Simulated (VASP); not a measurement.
Si2Ni: relaxation of cell and atoms with PBEsol

The system is Si2Ni.

```
Si Ni
1.0
     0.00000    2.69549    2.69549
     2.69549    0.00000    2.69549
     2.69549    2.69549    0.00000
Si Ni
2 1
Direct
  0.25000 0.25000 0.25000
  0.75000 0.75000 0.75000
  0.00000 0.00000 0.00000
```

```
Program                : VASP 6.6.1
Task                   : relaxation of cell and atoms
Functional             : PBEsol
Potentials or basis    : VASP PAW PBE potentials, release 64 (Si, Ni)
Cutoff                 : 600 eV
k mesh                 : 14 × 14 × 14
Occupations            : fermi-dirac, width 0.1 eV
Spin                   : no spin polarisation
Target pressure        : 4 GPa
Dipole correction      : no
Further INCAR settings : ALGO = Normal; EDIFF = 1e-06; IBRION = 2; EDIFFG = -0.002; NSW = 100; ISIF = 3
```

The relaxed volume is 12.76 Å³/atom. The relaxed cell is a = 3.783 Å, b = 3.783 Å, c = 3.783 Å, α = 60.00°, β = 60.00°, γ = 60.00°, the space group after relaxing (to 0.1 Å) is Fm-3m (No. 225) and the energy change on relaxing (the run minimises the enthalpy) is +3.7 meV/atom. The ionic steps are 5 and the pressure after relaxing is 4.0 GPa. The band gap on the k mesh is zero (bands 9 and 10 overlap by 2.13 eV).

Step by step:
| step | energy change (eV) | largest force (eV/Å) | pressure (GPa) | volume (Å³) |
| --- | --- | --- | --- | --- |
| 1 | 0.0000 | 0.0000 | -0.03 | 39.17 |
| 2 | 0.0474 | 0.0000 | 8.70 | 37.34 |
| 3 | 0.0113 | 0.0000 | 3.97 | 38.27 |
| 4 | 0.0117 | 0.0000 | 4.05 | 38.25 |
| 5 | 0.0112 | 0.0000 | 4.01 | 38.27 |

Final structure:
```yaml
crystal:
  lattice:
    - [0.00000, 2.67470, 2.67470]
    - [2.67470, 0.00000, 2.67470]
    - [2.67470, 2.67470, 0.00000]
  atoms:
    - { symbol: Si, position: [0.25000, 0.25000, 0.25000] }
    - { symbol: Si, position: [0.75000, 0.75000, 0.75000] }
    - { symbol: Ni, position: [0.00000, 0.00000, 0.00000] }
```

Levels at points of the mesh, in eV from the Fermi level:
| k point | band 5 | band 6 | band 7 | band 8 | band 9 | band 10 | band 11 | band 12 | band 13 |
| --- | --- | --- | --- | --- | --- | --- | --- | --- | --- |
| (0.00, 0.00, 0.00) | -3.73 | -3.73 | -0.05 | 1.72 | 1.72 | 1.72 | 2.17 | 2.17 | 2.17 |
| (0.50, 0.00, 0.00) | -3.93 | -3.54 | -3.54 | -1.55 | -1.55 | 1.76 | 1.79 | 1.79 | 2.77 |
| (0.50, 0.50, 0.00) | -4.71 | -3.83 | -3.83 | -3.65 | -3.30 | -0.41 | 1.25 | 7.71 | 8.54 |

Run time: 4 min on 1 thread of Intel(R) Xeon(R) Platinum 8375C CPU @ 2.90GHz (Ice Lake) (shared host), peak memory 0.22 GiB.

Caveat: the cell is relaxed towards a set pressure, so the run minimises the enthalpy, not the energy; the PAW data sets were made with another functional, which shifts forces and pressure a little. Spin polarisation is off, so any magnetic state and its effect on volume and gap are missing.
